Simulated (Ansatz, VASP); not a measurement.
Sc in VASP and in Ansatz

INCAR

```
ALGO = Normal
EDIFF = 1E-6
ENCUT = 520
GGA = PE
ISIF = 2
ISMEAR = -1
LASPH = True
LCHARG = False
LREAL = False
LWAVE = False
NBANDS = 12
NELM = 60
PREC = Accurate
SIGMA = 0.03
```

The input KPOINTS:

```
k-points
0
Gamma
  12 12 12
```

The input POSCAR:

```
Sc
1.0
    0.0000000000      2.2705000000      2.2705000000
    2.2705000000      0.0000000000      2.2705000000
    2.2705000000      2.2705000000      0.0000000000
Sc
1
Direct
    0.0000000000      0.0000000000      0.0000000000
```

Input for Ansatz:

```yaml
crystal:
  lattice:
    - [0.0, 2.2705, 2.2705]
    - [2.2705, 0.0, 2.2705]
    - [2.2705, 2.2705, 0.0]
  atoms:
    - { symbol: Sc, position: [0.0, 0.0, 0.0] }
kpoints:
  mp_grid: { grid: [12, 12, 12] }
  band_path:
    path:
      - [0.0, 0.0, 0.0]
      - [0.5, 0.0, 0.5]
      - [0.625, 0.25, 0.625]
      - [0.375, 0.375, 0.75]
      - [0.0, 0.0, 0.0]
      - [0.5, 0.5, 0.5]
      - [0.5, 0.25, 0.75]
      - [0.5, 0.0, 0.5]
    npoints: 14
scf:
  occupations: { method: fermi_dirac, width: 0.03 }
hamiltonian:
  xc: pbe
  pseudopotentials: { kind: all_electron, lapw: { basis_error: 0.00025 } }
output:
  forces: true
  stress: true
  eigenvalues: true
  fatbands: true
  populations: true
  dos: { projected: true, de: 0.2, e_range: [-14, 8] }
```

Alike in both runs: task single point; functional PBE; k mesh 12 × 12 × 12; occupations fermi-dirac, width 0.03 eV; no spin polarisation.

|  | VASP | Ansatz |
| --- | --- | --- |
| version | VASP 6.6.1 | Ansatz 0.2.0 |
| potentials or method | VASP PAW PBE potentials, release 64 (Sc_sv), cutoff 520 eV | all-electron LAPW, scalar-relativistic |

|  | VASP | Ansatz | Ansatz less VASP |
| --- | --- | --- | --- |
| pressure (GPa) | 3.0 | 2.9 | -0.03 |

Ansatz ran all-electron here, and VASP with PAW potentials.
